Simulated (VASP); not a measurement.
Here is a VASP 6.6.1 calculation.

Contents of INCAR:

```
SYSTEM = Cd2SO
PREC = Accurate
ENCUT = 520
EDIFF = 1E-7
ISMEAR = -1
SIGMA = 0.02
LREAL = .False.
LASPH = .True.
NELM = 150
ALGO = Normal
ISIF = 2
LWAVE = .False.
LCHARG = .False.
MAGMOM = 0 0 0 0 0 0 0 0 0 0 0 0
LORBIT = 11
LSORBIT = .True.
GGA_COMPAT = .False.
LORBMOM = .True.
GGA = PE
NBANDS = 50
```

The input KPOINTS:

```
Automatic mesh
0
Gamma
  6 6 6
  0 0 0
```

The input POSCAR:

```
Cd2SO
1.0
    3.9189704526      0.0000000000      0.0000000000
    0.0000000000      3.9189704526      0.0000000000
    0.0000000000      0.0000000000      5.2880412584
O Cd S
1 2 1
Direct
    0.0000000000      0.0000000000      0.0000000000
    0.0000000000      0.5000000000      0.7968472731
    0.5000000000      0.0000000000      0.2031527269
    0.5000000000      0.5000000000      0.5000000000
```

Potentials or basis: VASP PAW PBE potentials, release 64 (O, Cd, S).

Command:

```sh
$ cat potpaw_PBE.64/O/POTCAR potpaw_PBE.64/Cd/POTCAR potpaw_PBE.64/S/POTCAR > POTCAR
$ mpirun -np 1 vasp_ncl > vasp.out
```

Problem. Predict the largest force.

Solution. 0.148 eV/Å.

Problem. Estimate the pressure.

Solution. 3.0 GPa.

Problem. Predict the net moment.

Solution. 0.00 μB per cell.

Moments on the atoms (μB; x, y, z):
```
O   0.00 0.00 0.00
Cd  0.00 0.00 0.00
Cd  0.00 0.00 0.00
S   0.00 0.00 0.00
```
